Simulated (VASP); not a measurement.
# H23NO10 in VASP: a series of runs, part 2 of 2

VASP 6.6.1. Earlier steps stand in the parts before.

### 4 Single point, r2SCAN+D3(BJ)

Input file POSCAR:

```
H23NO10
1.0
    6.4728650000      0.0000000000      0.0000000000
    0.0000000000      6.4728650000      0.0000000000
    0.0000000000      0.0000000000      6.4728650000
O H N
10 23 1
Direct
    0.2922044566      0.5893217300      0.3031578752
    0.0714675804      0.1374352779      0.1065525080
    0.7520472001      0.2938266131      0.1644248721
    0.8678537247      0.7968959649      0.9061211689
    0.3740383895      0.1901012921      0.3361108257
    0.8141062729      0.5683418394      0.5056648022
    0.3253582455      0.8576109652      0.5764989692
    0.1312401850      0.3756141987      0.7324422802
    0.4690195145      0.8970834399      1.0194712851
    0.9381471729     -0.0139350967      0.4493219000
    0.3487636464      0.6365033104      0.1620766075
    0.3607676045      0.4619592715      0.3054443434
    0.1363692893      0.1505206736     -0.0177819250
    0.0737540486     -0.0198366566      0.1222642524
    0.6719435675      0.3367442392      0.0393025345
    0.9053641625      0.2787173840      0.1397526443
    0.8141835184      0.7181982013      0.7768275717
    0.9133513521      0.9182641690      0.8243335834
    0.3074218294      0.0904081886      0.2265611904
    0.5382315250      0.2024605797      0.2761837301
    0.8173660350      0.6264304910      0.3727097661
    0.7719920005      0.4240317078      0.4411802193
    0.3639346719      0.9582464643      0.4749983199
    0.3084414707      0.7221377242      0.5040117475
    0.0531758348      0.4819813174      0.6616081133
    0.1501653441      0.3038376360      0.5910983776
    0.4184391301      0.8780964843      0.8748985187
    0.6195092899      0.8906720594      1.0035587024
    0.9318748344      0.1319508440      0.4047975665
    1.0937351544     -0.0649635053      0.4690967601
    0.6307562416      0.5387722438      0.8701710912
    0.7119722101      0.3342260344      0.8104448339
    0.4444245323      0.4126457141      0.7703389457
    0.5733473508      0.3986797191      0.8617049792
```

Input file INCAR.step1:

```
SYSTEM = H23NO10
PREC = Accurate ; ENCUT = 520
ISMEAR = -1 ; SIGMA = 0.02
LREAL = Auto ; LASPH = .True.
NELM = 100 ; NBANDS = 67
GGA = PE ; ALGO = Normal
EDIFF = 1E-4 ; LWAVE = .True.
LCHARG = .False.
```

Input file INCAR.step2:

```
SYSTEM = H23NO10
PREC = Accurate ; ENCUT = 520
EDIFF = 1E-6 ; ISMEAR = -1
SIGMA = 0.02 ; LREAL = Auto
LASPH = .True. ; NELM = 100
ALGO = Normal ; ISIF = 2
LWAVE = .False. ; LCHARG = .False.
METAGGA = R2SCAN ; LMIXTAU = .True.
IVDW = 12 ; VDW_S6 = 1.0
VDW_S8 = 0.78981345 ; VDW_A1 = 0.49484001
VDW_A2 = 5.73083694 ; NBANDS = 67
ISTART = 1
```

Input file KPOINTS:

```
regular mesh
0
Gamma
  1 1 1
  0 0 0
```

On the command line:

```
$ cat potpaw_PBE.64/O/POTCAR potpaw_PBE.64/H/POTCAR potpaw_PBE.64/N/POTCAR > POTCAR
$ cp INCAR.step1 INCAR
$ mpirun -np 1 vasp_gam > vasp.out
$ cp INCAR.step2 INCAR
$ mpirun -np 1 vasp_gam > vasp.out
```

Wall time 79 s (1 thread of AMD EPYC 9R45 (Zen 5), shared host); peak memory 0.3 GiB.

Results (log left out):

```
Free energy                : -175.1942 eV
Pressure                   : -0.2 GPa
Largest force              : 4.306 eV/Å
Band gap on the k mesh     : 4.86 eV
Dispersion energy per atom : -0.021 eV
```

Forces in eV/Å, atoms in the order of the input:
```
O    0.116  1.808 -3.097
O    0.354 -4.048  1.426
O    0.585  0.394  2.429
O   -0.616 -0.254 -3.131
O    3.202 -1.689 -2.237
O   -0.913 -3.768 -0.189
O   -0.949 -1.036  1.517
O    0.273 -1.193 -3.147
O   -0.643 -0.419 -1.186
O    1.844 -0.135  0.430
H   -0.917  0.340  2.044
H    0.336 -2.469  0.595
H    1.710  1.226 -3.369
H   -0.938  2.015  0.184
H   -0.745 -0.108  0.703
H   -1.607 -0.346  0.037
H    0.915  0.812  1.759
H   -0.095 -0.461  0.603
H    1.557  2.491  1.722
H   -2.964 -0.371  1.143
H    0.403  1.814 -1.211
H    0.463  2.165  1.422
H    0.895  0.841 -0.451
H    0.524  0.797 -0.200
H   -0.635  1.015  0.642
H    0.533  0.066  2.283
H    0.294  0.215  0.721
H   -0.116 -0.022  0.168
H    0.384 -1.475  0.267
H   -2.564  1.240  0.248
H   -0.166  1.972  0.385
H   -1.690 -0.450 -1.263
H    0.576 -0.839 -0.153
N    0.596 -0.127 -1.095
```

Stress tensor (GPa, compression positive):
```
-1.49 -1.34  0.15
-1.34  0.73 -3.36
 0.15 -3.36  0.27
```

Levels at points of the mesh, in eV from the valence-band top:
```
           k point  band 42  band 43  band 44  band 45  band 46  band 47
(0.00, 0.00, 0.00)    -0.18    -0.13     0.00     4.86     7.75     8.21
```

Caveat: the k points lie up to 0.97 Å⁻¹ apart; the PAW data sets were made with another functional, which shifts forces and pressure a little.

### 5 Single point, r2SCAN+D3(BJ)

Input file POSCAR:

```
H23NO10
1.0
    6.4728650000      0.0000000000      0.0000000000
    0.0000000000      6.4728650000      0.0000000000
    0.0000000000      0.0000000000      6.4728650000
O H N
10 23 1
Direct
    0.2922662530      0.5601229131      0.3051353612
    0.0810614774      0.1139835297      0.1194061671
    0.7344970118      0.2779603777      0.1880620096
    0.8643467769      0.7917514115      0.9076197325
    0.3833233043      0.1855283557      0.3421359784
    0.7969577614      0.5766843585      0.4899530579
    0.3338707049      0.8480016191      0.5892444845
    0.1339592283      0.4022330143      0.7390544991
    0.4530914827      0.8983966142      1.0057370268
    0.9385797479      0.0111542570      0.4353868032
    0.3707631783      0.6453093028      0.2053495631
    0.3279691450      0.4115797255      0.3299929784
    0.2196090912      0.1431051011      0.0350231312
    0.0314234887     -0.0211807291      0.1671439154
    0.6566026018      0.3743937190      0.0989515462
    0.8724730085      0.2401409577      0.1127784992
    0.7747110437      0.7900674585      0.8009590807
    0.9546931691      0.9070635646      0.9122853636
    0.2868281665      0.0693973998      0.2986312861
    0.5381079321      0.1580134917      0.2614452796
    0.7629233732      0.6578848779      0.3634403004
    0.7852627855      0.4345525513      0.4610786723
    0.3465544237      0.9907050433      0.5227515173
    0.3083333269      0.7445698311      0.4750292181
    0.0378657673      0.4938307844      0.7098093348
    0.1597746902      0.3067729668      0.6291186360
    0.3934424710      0.8602373138      0.8652737235
    0.6085404222      0.9080368585      1.0274430256
    0.9806631221      0.1457468988      0.3682140752
    1.0676107102     -0.0547207458      0.4709197550
    0.6859868080      0.5001031228      0.7967414738
    0.6489398435      0.2531800061      0.7580414546
    0.4799265858      0.4071303820      0.7270041937
    0.5984830519      0.3737139582      0.8327378989
```

Input file INCAR.step1:

```
SYSTEM = H23NO10
  PREC = Accurate
  ENCUT = 520
  ISMEAR = -1
  SIGMA = 0.02
  LREAL = Auto
  LASPH = .TRUE.
  NELM = 100
  NBANDS = 67
  GGA = PE
  ALGO = Normal
  EDIFF = 1E-4
  LWAVE = .TRUE.
  LCHARG = .FALSE.
```

Input file INCAR.step2:

```
SYSTEM = H23NO10
  PREC = Accurate
  ENCUT = 520
  EDIFF = 1E-6
  ISMEAR = -1
  SIGMA = 0.02
  LREAL = Auto
  LASPH = .TRUE.
  NELM = 100
  ALGO = Normal
  ISIF = 2
  LWAVE = .FALSE.
  LCHARG = .FALSE.
  METAGGA = R2SCAN
  LMIXTAU = .TRUE.
  IVDW = 12
  VDW_S6 = 1.0
  VDW_S8 = 0.78981345
  VDW_A1 = 0.49484001
  VDW_A2 = 5.73083694
  NBANDS = 67
  ISTART = 1
```

Input file KPOINTS:

```
regular mesh
0
G
  1 1 1
  0 0 0
```

On the command line:

```
$ cat potpaw_PBE.64/O/POTCAR potpaw_PBE.64/H/POTCAR potpaw_PBE.64/N/POTCAR > POTCAR
$ cp INCAR.step1 INCAR
$ mpirun -np 1 vasp_gam > vasp.out
$ cp INCAR.step2 INCAR
$ mpirun -np 1 vasp_gam > vasp.out
```

Run time: 69 s. Hardware: 1 thread of AMD EPYC 9R45 (Zen 5), shared host; peak memory 0.3 GiB.

It converged, with:

```
Free energy                : -174.7766 eV
Pressure                   : 0.5 GPa
Largest force              : 6.507 eV/Å
Band gap on the k mesh     : 4.52 eV
Dispersion energy per atom : -0.021 eV
```

Forces in eV/Å, atoms in the order of the input:
```
O   -0.247  1.676 -0.140
O    1.984  1.151 -3.208
O    1.178 -0.445 -0.042
O    1.871 -1.125  3.915
O    1.948 -2.701 -0.635
O   -0.061  2.539 -0.160
O   -0.512  1.600 -0.641
O    4.487 -4.196  2.144
O    0.178 -0.038  0.263
O   -0.239  1.306 -0.005
H   -0.284 -1.363  0.148
H    0.425  0.675 -0.830
H   -2.753 -1.382  1.433
H    0.871 -0.048 -0.479
H    0.236 -0.631 -0.520
H   -1.844  0.488  0.929
H   -2.042  0.487 -3.577
H    0.242  0.751 -0.854
H    1.625  2.151 -0.141
H   -2.177  1.076  1.415
H    0.488 -1.153  1.278
H   -0.350 -1.037 -1.035
H    0.648 -1.713  1.013
H    0.305 -0.309  0.671
H   -4.122  3.935 -1.845
H   -0.363  0.260 -0.372
H    1.645  0.227  0.935
H   -2.037 -0.459 -1.342
H   -0.712 -1.522  1.136
H    0.048 -0.415  0.756
H    0.506 -0.729  0.064
H    1.666 -1.776 -0.574
H    0.049  0.041  1.360
N   -2.655  2.677 -1.057
```

Stress tensor (GPa, compression positive):
```
-0.18 -3.45  2.75
-3.45 -0.31  0.64
 2.75  0.64  2.08
```

Levels at points of the mesh, in eV from the valence-band top:
```tsv
k point	band 40	band 41	band 42	band 43	band 44	band 45	band 46	band 47	band 48	band 49
(0.00, 0.00, 0.00)	-0.82	-0.81	-0.70	-0.43	0.00	4.52	7.69	7.93	7.98	8.30
```

Caveat: the k points lie up to 0.97 Å⁻¹ apart; the PAW data sets were made with another functional, which shifts forces and pressure a little.
